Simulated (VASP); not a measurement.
# Ga (Cmcm) in VASP: a series of runs

Runs on Ga. Level: LDA. Tasks: single point.

All numbers are computed with VASP 6.6.1; they aren't measurements. Logs are shortened: lines on timing, memory, paths and dates and some standing lists are left out, and cuts for length are marked.

### 1 The cell of the first run

The structure is orthorhombic, space group Cmcm (No. 63). Conventional cell: a = 2.565 Å, b = 7.523 Å, c = 3.082 Å, α = 90.00°, β = 90.00°, γ = 90.00°. Within 3.3 Å of Ga (site symmetry m2m) lie 10 Ga at 2.53 to 3.08 Å.

### 2 Single point, LDA

INCAR reads:

```
PREC = Accurate ; ENCUT = 520
EDIFF = 1E-6 ; ISMEAR = -1
SIGMA = 0.15 ; LREAL = F
LASPH = T ; NELM = 60
ALGO = Fast ; ISIF = 2
LWAVE = F ; LCHARG = F
NBANDS = 20
```

KPOINTS reads:

```
Automatic mesh
0
Gamma
  16 16 14
```

POSCAR reads:

```
Ga
1.0
    1.2825253818     -3.7616019648      0.0000000000
    1.2825253818      3.7616019648      0.0000000000
    0.0000000000      0.0000000000      3.0816463269
Ga
2
Direct
    0.8669271889      0.1330728111      0.2500000000
    0.1330728111      0.8669271889      0.7500000000
```

Potentials or basis: VASP PAW LDA potentials, release 64 (Ga_d).

The run is started by

```sh
$ cat potpaw_LDA.64/Ga_d/POTCAR > POTCAR
$ mpirun -np 1 vasp_std > vasp.out
```

OUTCAR:

```text
PREC = Accurate
   ENCUT = 520
   EDIFF = 1E-6
   ISMEAR = -1
   LREAL = F
   LASPH = T
   NELM = 60
   ISIF = 2

 ion  position               nearest neighbor table
   1  0.867  0.133  0.250-   2 2.53   2 2.53   2 2.67   2 2.67   2 2.67   2 2.67
   2  0.133  0.867  0.750-   1 2.53   1 2.53   1 2.67   1 2.67   1 2.67   1 2.67

  LATTYP: Found a base centered orthorhombic cell.
 ALAT       =     2.5650507636
 B/A-ratio  =     2.9329649286
 C/A-ratio  =     1.2013977932

  Lattice vectors:

 A1 = (   1.2825253818,  -3.7616019648,   0.0000000000)
 A2 = (   1.2825253818,   3.7616019648,   0.0000000000)
 A3 = (   0.0000000000,   0.0000000000,   3.0816463269)

Analysis of symmetry for initial positions (statically):
=====================================================================
 Subroutine PRICEL returns:
 Original cell was already a primitive cell.

 Routine SETGRP: Setting up the symmetry group for a
 base centered orthorhombic supercell.

 Subroutine GETGRP returns: Found  8 space group operations
 (whereof  4 operations were pure point group operations)
 out of a pool of  8 trial point group operations.

The static configuration has the point symmetry C_2h.
 The point group associated with its full space group is D_2h.

Analysis of symmetry for dynamics (positions and initial velocities):
=====================================================================
 Subroutine PRICEL returns:
 Original cell was already a primitive cell.

 Routine SETGRP: Setting up the symmetry group for a
 base centered orthorhombic supercell.

 Subroutine GETGRP returns: Found  8 space group operations
 (whereof  4 operations were pure point group operations)
 out of a pool of  8 trial point group operations.

The dynamic configuration has the point symmetry C_2h.
 The point group associated with its full space group is D_2h.

 Subroutine INISYM returns: Found  8 space group operations
 (whereof  4 operations are pure point group operations),
 and found     1 'primitive' translations

----------------------------------------------------------------------------------------

                                     Primitive cell

  volume of cell :      29.7339

  direct lattice vectors                    reciprocal lattice vectors
     1.282525382 -3.761601965  0.000000000     0.389855832 -0.132922091  0.000000000
     1.282525382  3.761601965  0.000000000     0.389855832  0.132922091  0.000000000
     0.000000000  0.000000000  3.081646327     0.000000000  0.000000000  0.324501871

  length of vectors
     3.974232089  3.974232089  3.081646327     0.411893011  0.411893011  0.324501871

  position of ions in fractional coordinates (direct lattice)
     0.866927189  0.133072811  0.250000000
     0.133072811  0.866927189  0.750000000

  ion indices of the primitive-cell ions
   primitive index   ion index
                 1           1
                 2           2

----------------------------------------------------------------------------------------

 KPOINTS: Automatic mesh

Automatic generation of k-mesh.
 Grid dimensions read from file:
 generate k-points for:   16   16   14

 Generating k-lattice:

  Cartesian coordinates                     Fractional coordinates (reciprocal lattice)
     0.024365990 -0.008307631  0.000000000     0.062500000  0.000000000  0.000000000
     0.024365990  0.008307631  0.000000000     0.000000000  0.062500000  0.000000000
     0.000000000  0.000000000  0.023178705     0.000000000  0.000000000  0.071428571

  Length of vectors
     0.025743313  0.025743313  0.023178705

  Shift w.r.t. Gamma in fractional coordinates (k-lattice)
     0.000000000  0.000000000  0.000000000

 Subroutine IBZKPT returns following result:
 ===========================================

 Found    584 irreducible k-points:

 Following reciprocal coordinates:
            Coordinates               Weight
  0.000000  0.000000  0.000000      1.000000
  0.062500  0.000000  0.000000      4.000000
  0.125000  0.000000  0.000000      4.000000
  0.187500 -0.000000  0.000000      4.000000
  0.250000  0.000000  0.000000      4.000000
  0.312500  0.000000  0.000000      4.000000
[... 16 lines left out ...]
 -0.125000  0.062500  0.000000      4.000000
 -0.062500  0.062500  0.000000      2.000000
 [... further k-points ...]
   k-points           NKPTS =    584   k-points in BZ     NKDIM =    584   number of bands    NBANDS=     20
   number of dos      NEDOS =    301   number of ions     NIONS =      2
   total plane-waves  NPLWV =  21600
   dimension x,y,z NGX =    30 NGY =   30 NGZ =   24
   dimension x,y,z NGXF=    60 NGYF=   60 NGZF=   48
   ions per type =               2
   NGX,Y,Z   is equivalent  to a cutoff of  12.55, 12.55, 12.95 a.u.
   NGXF,Y,Z  is equivalent  to a cutoff of  25.10, 25.10, 25.89 a.u.
 SYSTEM =  unknown system
   PREC   = accura    normal or accurate (medium, high low for compatibility)
   ISTART =      0    job   : 0-new  1-cont  2-samecut
   ICHARG =      2    charge: 1-file 2-atom 10-const
   ISPIN  =      1    spin polarized calculation?
   LNONCOLLINEAR =      F non collinear calculations
   LSORBIT =      F    spin-orbit coupling
   LASPH  =      T    aspherical Exc in radial PAW
   ENCUT  =  520.0 eV  38.22 Ry    6.18 a.u.   7.39  7.39  5.73*2*pi/ulx,y,z
   NELM   =     60;   NELMIN=  2; NELMDL= -5     # of ELM steps
   EDIFF  = 0.1E-05   stopping-criterion for ELM
   LREAL  =      F    real-space projection
   EDIFFG = 0.1E-04   stopping-criterion for IOM
   NSW    =      0    number of steps for IOM
   IBRION =     -1    ionic relax: 0-MD 1-quasi-New 2-CG
   NFREE  =      0    steps in history (QN), initial steepest desc. (CG)
   ISIF   =      2    stress and relaxation
   ISYM   =      2    0-nonsym 1-usesym 2-fastsym
   POTIM  = 0.5000    time-step for ionic-motion
   TEBEG  =    0.0;   TEEND  =   0.0 temperature during run
   PSTRESS=    0.0 pullay stress
   NELECT =      26.0000    total number of electrons
   NUPDOWN=      -1.0000    fix difference up-down
   EMIN   =  10.00;   EMAX   =-10.00  energy-range for DOS
   EFERMI =   0.00;   METHOD = LEGACY
   ISMEAR =    -1;   SIGMA  =   0.15  broadening in eV -4-tet -1-fermi 0-gaus
   EFERMI_NEDOS =   21; number of points for ismear=-14 and -15
   IALGO  =     68    algorithm
   IMIX   =      4    mixing-type and parameters
     AMIX     =   0.40;   BMIX     =  1.00
     AMIX_MAG =   1.60;   BMIX_MAG =  1.00
  volume/ion in A,a.u.               =      14.87       100.33
  Fermi-wavevector in a.u.,A,eV,Ry     =   1.565484  2.958337 33.344362  2.450741
  Thomas-Fermi vector in A             =   2.667954
   LORBIT       =      0    0 simple, 1 ext, 2 COOP (PROOUT), +10 PAW based schemes
   GGA     = CA    functional components
   LHFCALC =     F    Hartree Fock is set to
   AEXX    =    0.0000 exact exchange contribution
   IVDW    =     0    specifies the selected vdW correction
   LEPSILON=     F    determine dielectric tensor
   LRPA    =     F    only Hartree local field effects (RPA)
 non-spin polarized calculation
 RMM-DIIS sequential band-by-band and
  energy-cutoff  :      520.00
  volume of cell :       29.73
 maximum number of plane-waves:       818
 NGX is ok and might be reduce to    30
   NGX = 15   NGY = 15   NGZ = 11

 number of electron      26.0000011 magnetization

 Free energy of the ion-electron system (eV)
  ---------------------------------------------------
  ext. energy  EPLUGINS =         0.00000000
  ---------------------------------------------------
  free energy    TOTEN  =        -6.98706395 eV

  energy without entropy =       -6.94433512  energy(sigma->0) =       -6.96569954

 E-fermi :   7.8388     XC(G=0): -12.5515

 val. band max:        7.8387118580   @ k =   0.2500   0.0625   0.0714
 cond. band min:       7.8422458359   @ k =   0.3750   0.2500   0.4286
 fundamental gap:      0.0035339779
 Fermi energy:         7.8388011308

 k-point     1 :       0.0000    0.0000    0.0000
  band No.  band energies     occupation
      1      -7.9809      2.00000
      2      -7.9441      2.00000
      3      -7.9056      2.00000
      4      -7.8813      2.00000
      5      -7.4079      2.00000
      6      -7.3922      2.00000
[... 12 lines left out ...]
     19      20.3656      0.00000
     20      22.6627      0.00000

 k-point     2 :       0.0625    0.0000    0.0000
  band No.  band energies     occupation
      1      -7.9693      2.00000
      2      -7.9388      2.00000
      3      -7.8933      2.00000
      4      -7.8538      2.00000
      5      -7.4184      2.00000
      6      -7.4046      2.00000
[... 12 lines left out ...]
     19      20.5519      0.00000
     20      23.3555      0.00000

 k-point     3 :       0.1250    0.0000    0.0000
  band No.  band energies     occupation
      1      -7.9404      2.00000
      2      -7.9238      2.00000
      3      -7.8523      2.00000
      4      -7.7816      2.00000
      5      -7.4516      2.00000
      6      -7.4402      2.00000
[... 12 lines left out ...]
     19      20.6927      0.00000
     20      23.9473      0.00000

 k-point     4 :       0.1875   -0.0000    0.0000
  band No.  band energies     occupation
      1      -7.9033      2.00000
      2      -7.9021      2.00000
      3      -7.7919      2.00000
      4      -7.6856      2.00000
      5      -7.4980      2.00000
      6      -7.4947      2.00000
[... 12 lines left out ...]
     19      20.8648      0.00000
     20      24.8224      0.00000

 k-point     5 :       0.2500    0.0000    0.0000
  band No.  band energies     occupation
      1      -7.8785      2.00000
      2      -7.8641      2.00000
      3      -7.7378      2.00000
      4      -7.6448      2.00000
      5      -7.5607      2.00000
      6      -7.4789      2.00000
[... 12 lines left out ...]
     19      21.0959      0.00000
     20      25.3321      0.00000
[... 353 lines left out ...]
      6      -7.5144      2.00000
[... 12 lines left out ...]
     19      20.1998      0.00000
     20      26.0901      0.00000

 k-point    22 :      -0.1875    0.0625    0.0000
  band No.  band energies     occupation
      1      -7.9322      2.00000
      2      -7.9046      2.00000
      3      -7.8763      2.00000
      4      -7.7457      2.00000
      5      -7.4802      2.00000
      6      -7.4550      2.00000
[... 12 lines left out ...]
     19      20.1536      0.00000
     20      25.0930      0.00000

 k-point    23 :      -0.1250    0.0625    0.0000
  band No.  band energies     occupation
      1      -7.9693      2.00000
      2      -7.9253      2.00000
      3      -7.9117      2.00000
      4      -7.8220      2.00000
      5      -7.4409      2.00000
      6      -7.4140      2.00000
[... 12 lines left out ...]
     19      20.2437      0.00000
     20      23.4624      0.00000

 k-point    24 :      -0.0625    0.0625    0.0000
  band No.  band energies     occupation
      1      -7.9818      2.00000
      2      -7.9372      2.00000
      3      -7.9202      2.00000
      4      -7.8590      2.00000
      5      -7.4204      2.00000
      6      -7.3970      2.00000
[... 12 lines left out ...]
     19      20.4898      0.00000
     20      22.1044      0.00000

 [... further k-points ...]

------------------------ aborting loop because EDIFF is reached ----------------------------------------

  FORCE on cell =-STRESS in cart. coord.  units (eV):
  Direction    XX          YY          ZZ          XY          YZ          ZX
  --------------------------------------------------------------------------------------
  -------------------------------------------------------------------------------------
  Total        2.8476330      2.8448406      2.8262472      0.0000000     -0.0000000      0.0000000
  in kB      153.4415566    153.2910917    152.2892077      0.0000000     -0.0000000      0.0000000
  external PRESSURE =     153.0072853 kB  Pullay stress =       0.0000000 kB

 VOLUME and BASIS-vectors are now :
 -----------------------------------------------------------------------------
  energy-cutoff  :      520.00
  volume of cell :       29.73
      direct lattice vectors                 reciprocal lattice vectors
     1.282525382 -3.761601965  0.000000000     0.389855832 -0.132922091  0.000000000
     1.282525382  3.761601965  0.000000000     0.389855832  0.132922091  0.000000000
     0.000000000  0.000000000  3.081646327     0.000000000  0.000000000  0.324501871

 POSITION                                       TOTAL-FORCE (eV/Angst)
 -----------------------------------------------------------------------------------
      1.28253     -2.76047      0.77041         0.000000     -0.000264      0.000000
      1.28253      2.76047      2.31123         0.000000      0.000264     -0.000000
 -----------------------------------------------------------------------------------
    total drift:                                0.000000     -0.000000      0.000000

  FREE ENERGIE OF THE ION-ELECTRON SYSTEM (eV)
  ---------------------------------------------------
  free  energy   TOTEN  =        -6.9870639521 eV

  energy  without entropy=       -6.9443351218  energy(sigma->0) =       -6.96569954
```

It took 8 min on 1 thread of Intel Xeon 8259CL, shared host; peak memory 0.36 GiB.

What came out:

```
Free energy            : -6.9871 eV
Pressure               : 15.3 GPa
Band gap on the k mesh : zero (bands 13 and 14 overlap by 10.34 eV)
```

Caveat: the cell stands under pressure.

[end of part 1 of 2]
